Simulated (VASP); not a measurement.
# Be (P6_3/mmc) in VASP: notebook, part 2 of 2

VASP 6.6.1. The steps go on from the part before.

### Step 4. Single point, LDA

This run uses another cell than the first one, of 4.49 Å³/atom, 0.997 times its volume.

The input, INCAR:

```
ALGO = Normal
EDIFF = 1E-6
ENCUT = 520
ISIF = 2
ISMEAR = -1
LASPH = T
LCHARG = T
LELF = T
LREAL = F
LVHAR = T
LWAVE = F
NBANDS = 9
NELM = 60
PREC = Accurate
SIGMA = 0.05
```

The input, KPOINTS:

```
k-points
0
Gamma
  23 23 13
```

The input, POSCAR:

```
Be
1.0
    1.8630680778      0.0000000000      0.0000000000
   -0.9315340389      1.6134642844      0.0000000000
    0.0000000000      0.0000000000      2.9902438632
Be
2
Direct
    0.3333333333      0.6666666667      0.2500000000
    0.6666666667      0.3333333333      0.7500000000
```

Potentials or basis: VASP PAW LDA potentials, release 64 (Be).

Launch:

```bash
$ cat potpaw_LDA.64/Be/POTCAR > POTCAR
$ mpirun -np 1 vasp_std > vasp.out
```

OUTCAR:

```text
EDIFF = 1E-6
   ENCUT = 520
   ISIF = 2
   ISMEAR = -1
   LASPH = T
   LREAL = F
   NELM = 60
   PREC = Accurate

 ion  position               nearest neighbor table
   1  0.333  0.667  0.250-   2 1.84   2 1.84   2 1.84   2 1.84   2 1.84   2 1.84
   2  0.667  0.333  0.750-   1 1.84   1 1.84   1 1.84   1 1.84   1 1.84   1 1.84

  LATTYP: Found a hexagonal cell.
 ALAT       =     1.8630680778
 C/A-ratio  =     1.6050105194

  Lattice vectors:

 A1 = (   1.8630680778,   0.0000000000,   0.0000000000)
 A2 = (  -0.9315340389,   1.6134642844,   0.0000000000)
 A3 = (   0.0000000000,   0.0000000000,   2.9902438632)

Analysis of symmetry for initial positions (statically):
=====================================================================
 Subroutine PRICEL returns:
 Original cell was already a primitive cell.

 Routine SETGRP: Setting up the symmetry group for a
 hexagonal supercell.

 Subroutine GETGRP returns: Found 24 space group operations
 (whereof 12 operations were pure point group operations)
 out of a pool of 24 trial point group operations.

The static configuration has the point symmetry D_3d.
 The point group associated with its full space group is D_6h.

Analysis of symmetry for dynamics (positions and initial velocities):
=====================================================================
 Subroutine PRICEL returns:
 Original cell was already a primitive cell.

 Routine SETGRP: Setting up the symmetry group for a
 hexagonal supercell.

 Subroutine GETGRP returns: Found 24 space group operations
 (whereof 12 operations were pure point group operations)
 out of a pool of 24 trial point group operations.

The dynamic configuration has the point symmetry D_3d.
 The point group associated with its full space group is D_6h.

 Subroutine INISYM returns: Found 24 space group operations
 (whereof 12 operations are pure point group operations),
 and found     1 'primitive' translations

----------------------------------------------------------------------------------------

                                     Primitive cell

  volume of cell :       8.9887

  direct lattice vectors                    reciprocal lattice vectors
     1.863068078  0.000000000  0.000000000     0.536749039  0.309892202  0.000000000
    -0.931534039  1.613464284  0.000000000     0.000000000  0.619784404  0.000000000
     0.000000000  0.000000000  2.990243863     0.000000000  0.000000000  0.334420885

  length of vectors
     1.863068078  1.863068078  2.990243863     0.619784404  0.619784404  0.334420885

  position of ions in fractional coordinates (direct lattice)
     0.333333333  0.666666667  0.250000000
     0.666666667  0.333333333  0.750000000

  ion indices of the primitive-cell ions
   primitive index   ion index
                 1           1
                 2           2

----------------------------------------------------------------------------------------

 KPOINTS: k-points

Automatic generation of k-mesh.
 Grid dimensions read from file:
 generate k-points for:   23   23   13

 Generating k-lattice:

  Cartesian coordinates                     Fractional coordinates (reciprocal lattice)
     0.023336915  0.013473574  0.000000000     0.043478261  0.000000000  0.000000000
     0.000000000  0.026947148  0.000000000     0.000000000  0.043478261  0.000000000
     0.000000000  0.000000000  0.025724683     0.000000000  0.000000000  0.076923077

  Length of vectors
     0.026947148  0.026947148  0.025724683

  Shift w.r.t. Gamma in fractional coordinates (k-lattice)
     0.000000000  0.000000000  0.000000000

 Subroutine IBZKPT returns following result:
 ===========================================

 Found    392 irreducible k-points:

 Following reciprocal coordinates:
            Coordinates               Weight
  0.000000  0.000000  0.000000      1.000000
  0.043478  0.000000  0.000000      6.000000
  0.086957  0.000000  0.000000      6.000000
  0.130435 -0.000000  0.000000      6.000000
  0.173913  0.000000  0.000000      6.000000
  0.217391  0.000000  0.000000      6.000000
[... 16 lines left out ...]
  0.478261  0.043478  0.000000      6.000000
  0.086957  0.086957  0.000000      6.000000
 [... further k-points ...]
   k-points           NKPTS =    392   k-points in BZ     NKDIM =    392   number of bands    NBANDS=      9
   number of dos      NEDOS =    301   number of ions     NIONS =      2
   total plane-waves  NPLWV =   4704
   dimension x,y,z NGX =    14 NGY =   14 NGZ =   24
   dimension x,y,z NGXF=    28 NGYF=   28 NGZF=   48
   ions per type =               2
   NGX,Y,Z   is equivalent  to a cutoff of  12.49, 12.49, 13.34 a.u.
   NGXF,Y,Z  is equivalent  to a cutoff of  24.99, 24.99, 26.69 a.u.
 SYSTEM =  unknown system
   PREC   = accura    normal or accurate (medium, high low for compatibility)
   ISTART =      0    job   : 0-new  1-cont  2-samecut
   ICHARG =      2    charge: 1-file 2-atom 10-const
   ISPIN  =      1    spin polarized calculation?
   LNONCOLLINEAR =      F non collinear calculations
   LSORBIT =      F    spin-orbit coupling
   LASPH  =      T    aspherical Exc in radial PAW
   ENCUT  =  520.0 eV  38.22 Ry    6.18 a.u.   3.46  3.46  5.56*2*pi/ulx,y,z
   NELM   =     60;   NELMIN=  2; NELMDL= -5     # of ELM steps
   EDIFF  = 0.1E-05   stopping-criterion for ELM
   LREAL  =      F    real-space projection
   EDIFFG = 0.1E-04   stopping-criterion for IOM
   NSW    =      0    number of steps for IOM
   IBRION =     -1    ionic relax: 0-MD 1-quasi-New 2-CG
   NFREE  =      0    steps in history (QN), initial steepest desc. (CG)
   ISIF   =      2    stress and relaxation
   ISYM   =      2    0-nonsym 1-usesym 2-fastsym
   POTIM  = 0.5000    time-step for ionic-motion
   TEBEG  =    0.0;   TEEND  =   0.0 temperature during run
   PSTRESS=    0.0 pullay stress
   NELECT =       4.0000    total number of electrons
   NUPDOWN=      -1.0000    fix difference up-down
   EMIN   =  10.00;   EMAX   =-10.00  energy-range for DOS
   EFERMI =   0.00;   METHOD = LEGACY
   ISMEAR =    -1;   SIGMA  =   0.05  broadening in eV -4-tet -1-fermi 0-gaus
   EFERMI_NEDOS =   21; number of points for ismear=-14 and -15
   IALGO  =     38    algorithm
   IMIX   =      4    mixing-type and parameters
     AMIX     =   0.40;   BMIX     =  1.00
     AMIX_MAG =   1.60;   BMIX_MAG =  1.00
  volume/ion in A,a.u.               =       4.49        30.33
  Fermi-wavevector in a.u.,A,eV,Ry     =   1.249865  2.361903 21.254527  1.562164
  Thomas-Fermi vector in A             =   2.383886
   LORBIT       =      0    0 simple, 1 ext, 2 COOP (PROOUT), +10 PAW based schemes
   GGA     = CA    functional components
   LHFCALC =     F    Hartree Fock is set to
   AEXX    =    0.0000 exact exchange contribution
   IVDW    =     0    specifies the selected vdW correction
   LEPSILON=     F    determine dielectric tensor
   LRPA    =     F    only Hartree local field effects (RPA)
 non-spin polarized calculation
  energy-cutoff  :      520.00
  volume of cell :        8.99
 maximum number of plane-waves:       256
 NGX is ok and might be reduce to    14
   NGX =  7   NGY =  7   NGZ = 11

 number of electron       4.0000000 magnetization

 Free energy of the ion-electron system (eV)
  ---------------------------------------------------
  ext. energy  EPLUGINS =         0.00000000
  ---------------------------------------------------
  free energy    TOTEN  =        -6.29441150 eV

  energy without entropy =       -6.29345047  energy(sigma->0) =       -6.29393098

 E-fermi :  12.1264     XC(G=0): -12.6424

 val. band max:       12.1088133356   @ k =   0.3043   0.2174   0.0000
 cond. band min:      12.1588993703   @ k =   0.3043   0.0870   0.0000
 fundamental gap:      0.0500860347
 Fermi energy:        12.1264100758

 k-point     1 :       0.0000    0.0000    0.0000
  band No.  band energies     occupation
      1      -1.8446      2.00000
      2       5.1198      2.00000
      3      15.9229      0.00000
      4      37.2557      0.00000
      5      37.2557      0.00000
      6      41.2790      0.00000
      7      41.2790      0.00000
      8      43.8162      0.00000
      9      51.1922      0.00000
[... 265 lines left out ...]
 k-point    24 :       0.0870    0.0870    0.0000
  band No.  band energies     occupation
      1      -1.1333      2.00000
      2       6.3926      2.00000
      3      15.5341      0.00000
      4      31.1738      0.00000
      5      32.9693      0.00000
      6      41.6216      0.00000
      7      41.7660      0.00000
      8      42.2281      0.00000
      9      46.1958      0.00000

 [... further k-points ...]
[... 5 lines left out ...]
  --------------------------------------------------------------------------------------
  -------------------------------------------------------------------------------------
  Total        9.1010338      9.1010338      9.1014888      0.0000000     -0.0000000      0.0000000
  in kB     1622.2083041   1622.2083042   1622.2894139      0.0000000     -0.0000000      0.0000000
  external PRESSURE =    1622.2353407 kB  Pullay stress =       0.0000000 kB

 VOLUME and BASIS-vectors are now :
 -----------------------------------------------------------------------------
  energy-cutoff  :      520.00
  volume of cell :        8.99
      direct lattice vectors                 reciprocal lattice vectors
     1.863068078  0.000000000  0.000000000     0.536749039  0.309892202  0.000000000
    -0.931534039  1.613464284  0.000000000     0.000000000  0.619784404  0.000000000
     0.000000000  0.000000000  2.990243863     0.000000000  0.000000000  0.334420885

 POSITION                                       TOTAL-FORCE (eV/Angst)
 -----------------------------------------------------------------------------------
     -0.00000      1.07564      0.74756         0.000000      0.000000      0.000000
      0.93153      0.53782      2.24268        -0.000000     -0.000000      0.000000
 -----------------------------------------------------------------------------------
    total drift:                                0.000000     -0.000000      0.000000

  FREE ENERGIE OF THE ION-ELECTRON SYSTEM (eV)
  ---------------------------------------------------
  free  energy   TOTEN  =        -6.2944114956 eV

  energy  without entropy=       -6.2934504676  energy(sigma->0) =       -6.29393098
```

stdout:

```text
POSCAR found type information on POSCAR Be
 POSCAR found :  1 types and       2 ions
 scaLAPACK will be used
 LDA part: xc-table for (Slater(with rela. corr.)+CA(PZ))
 , standard interpolation
 POSCAR, INCAR and KPOINTS ok, starting setup
 FFT: planning ... GRIDC
 FFT: planning ... GRID_SOFT
 FFT: planning ... GRID
 WAVECAR not read
 entering main loop
```

Run time: 7.7 s. Hardware: 1 thread of Intel Xeon 6975P-C (Granite Rapids), shared host; peak memory 0.13 GiB.

What came out:

| Item | Value |
| --- | --- |
| Free energy | -6.2944 eV |
| Pressure | 162.2 GPa |
| Band gap on the k mesh | zero (band 2 reaches 13.26 eV, above the bottom of band 3 at 11.45 eV) |

Levels at points of the mesh, in eV from the Fermi level:
| k point | band 1 | band 2 | band 3 | band 4 | band 5 |
| --- | --- | --- | --- | --- | --- |
| (0.00, 0.00, 0.00) | -13.97 | -7.01 | 3.80 | 25.13 | 25.13 |

### Step 5. Single point, LDA

This run uses another cell than the first one, of 4.50 Å³/atom, 0.998 times its volume.

The input, INCAR:

```
SYSTEM = Be
PREC = Accurate
ENCUT = 520
EDIFF = 1E-6
ISMEAR = -1
SIGMA = 0.05
LREAL = .False.
LASPH = .True.
NELM = 60
ALGO = Normal
ISIF = 2
LWAVE = .False.
LCHARG = .False.
NBANDS = 9
```

The input, KPOINTS:

```
Automatic mesh
0
Gamma
  23 23 13
  0 0 0
```

The input, POSCAR:

```
Be
1.0
    1.8634226482      0.0000000000      0.0000000000
   -0.9317113241      1.6137713513      0.0000000000
    0.0000000000      0.0000000000      2.9907640020
Be
2
Direct
    0.3333333333      0.6666666667      0.2500000000
    0.6666666667      0.3333333333      0.7500000000
```

Potentials or basis: VASP PAW LDA potentials, release 64 (Be).

Launch:

```bash
$ cat potpaw_LDA.64/Be/POTCAR > POTCAR
$ mpirun -np 1 vasp_std > vasp.out
```

OUTCAR:

```text
SYSTEM = Be
   PREC = Accurate
   ENCUT = 520
   EDIFF = 1E-6
   ISMEAR = -1
   LREAL = .False.
   LASPH = .True.
   NELM = 60
   ISIF = 2

 ion  position               nearest neighbor table
   1  0.333  0.667  0.250-   2 1.84   2 1.84   2 1.84   2 1.84   2 1.84   2 1.84
   2  0.667  0.333  0.750-   1 1.84   1 1.84   1 1.84   1 1.84   1 1.84   1 1.84

  LATTYP: Found a hexagonal cell.
 ALAT       =     1.8634226482
 C/A-ratio  =     1.6049842503

  Lattice vectors:

 A1 = (   1.8634226482,   0.0000000000,   0.0000000000)
 A2 = (  -0.9317113241,   1.6137713513,   0.0000000000)
 A3 = (   0.0000000000,   0.0000000000,   2.9907640020)

Analysis of symmetry for initial positions (statically):
=====================================================================
 Subroutine PRICEL returns:
 Original cell was already a primitive cell.

 Routine SETGRP: Setting up the symmetry group for a
 hexagonal supercell.

 Subroutine GETGRP returns: Found 24 space group operations
 (whereof 12 operations were pure point group operations)
 out of a pool of 24 trial point group operations.

The static configuration has the point symmetry D_3d.
 The point group associated with its full space group is D_6h.
[... 163 lines left out ...]

 val. band max:       12.1022040681   @ k =   0.3043   0.2174   0.0000
 cond. band min:      12.1528754838   @ k =   0.3043   0.0870   0.0000
 fundamental gap:      0.0506714157
 Fermi energy:        12.1199168750

 k-point     1 :       0.0000    0.0000    0.0000
  band No.  band energies     occupation
      1      -1.8485      2.00000
      2       5.1165      2.00000
      3      15.9131      0.00000
      4      37.2382      0.00000
      5      37.2382      0.00000
      6      41.2600      0.00000
      7      41.2600      0.00000
      8      43.7967      0.00000
      9      51.1720      0.00000
[... 265 lines left out ...]
 k-point    24 :       0.0870    0.0870    0.0000
  band No.  band energies     occupation
      1      -1.1372      2.00000
      2       6.3889      2.00000
      3      15.5251      0.00000
      4      31.1594      0.00000
      5      32.9532      0.00000
      6      41.6021      0.00000
      7      41.7473      0.00000
      8      42.2084      0.00000
      9      46.1766      0.00000

 [... further k-points ...]
[... 5 lines left out ...]
  --------------------------------------------------------------------------------------
  -------------------------------------------------------------------------------------
  Total        9.0880620      9.0880620      9.0885038      0.0000000      0.0000000      0.0000000
  in kB     1618.9981371   1618.9981371   1619.0768419      0.0000000      0.0000000      0.0000000
  external PRESSURE =    1619.0243720 kB  Pullay stress =       0.0000000 kB

 VOLUME and BASIS-vectors are now :
 -----------------------------------------------------------------------------
  energy-cutoff  :      520.00
  volume of cell :        8.99
      direct lattice vectors                 reciprocal lattice vectors
     1.863422648  0.000000000  0.000000000     0.536646907  0.309833236  0.000000000
    -0.931711324  1.613771351  0.000000000     0.000000000  0.619666472  0.000000000
     0.000000000  0.000000000  2.990764002     0.000000000  0.000000000  0.334362724

 POSITION                                       TOTAL-FORCE (eV/Angst)
 -----------------------------------------------------------------------------------
     -0.00000      1.07585      0.74769         0.000000     -0.000000      0.000000
      0.93171      0.53792      2.24307        -0.000000      0.000000      0.000000
 -----------------------------------------------------------------------------------
    total drift:                                0.000000     -0.000000      0.000000

  FREE ENERGIE OF THE ION-ELECTRON SYSTEM (eV)
  ---------------------------------------------------
  free  energy   TOTEN  =        -6.2994560344 eV

  energy  without entropy=       -6.2984960497  energy(sigma->0) =       -6.29897604
```

Run time: 9.3 s. Hardware: 1 thread of Intel Xeon Platinum 8559C (Emerald Rapids), shared host; peak memory 0.12 GiB.

Results:

```yaml
Free_energy: -6.2995 eV
Pressure: 161.9 GPa
Band_gap_on_the_k_mesh: zero (band 2 reaches 13.25 eV, above the bottom of band 3 at 11.45 eV)
```

### Step 6. Overview

```csv
task,cell,cutoff (eV),gap on the mesh (eV),pressure (GPa)
relaxation of cell and atoms,"relaxed to 160 GPa from a = 1.859, b = 1.859, c = 3.012 Å, angles 90.0, 90.0, 120.0°, 2 atoms",600,none,159.9
relaxation of cell and atoms,"relaxed to 160 GPa from a = 1.863, b = 1.863, c = 2.991 Å, angles 90.0, 90.0, 120.0°, 2 atoms",600,none,160.0
single point,"a = 1.863, b = 1.863, c = 2.990 Å, angles 90.0, 90.0, 120.0°, 2 atoms",520,none,162.2
single point,"a = 1.863, b = 1.863, c = 2.991 Å, angles 90.0, 90.0, 120.0°, 2 atoms",520,none,161.9
```

Alike in all rows: level LDA; potentials or basis VASP PAW LDA potentials, release 64 (Be); no spin polarisation; k mesh 23 × 23 × 13; smearing fermi-dirac 0.05 eV.

Caveats: the cell is relaxed towards a set pressure, so the enthalpy falls and the energy may rise (some runs).

Total energies depend on the potentials used, so only differences within one code and one set of settings carry meaning.
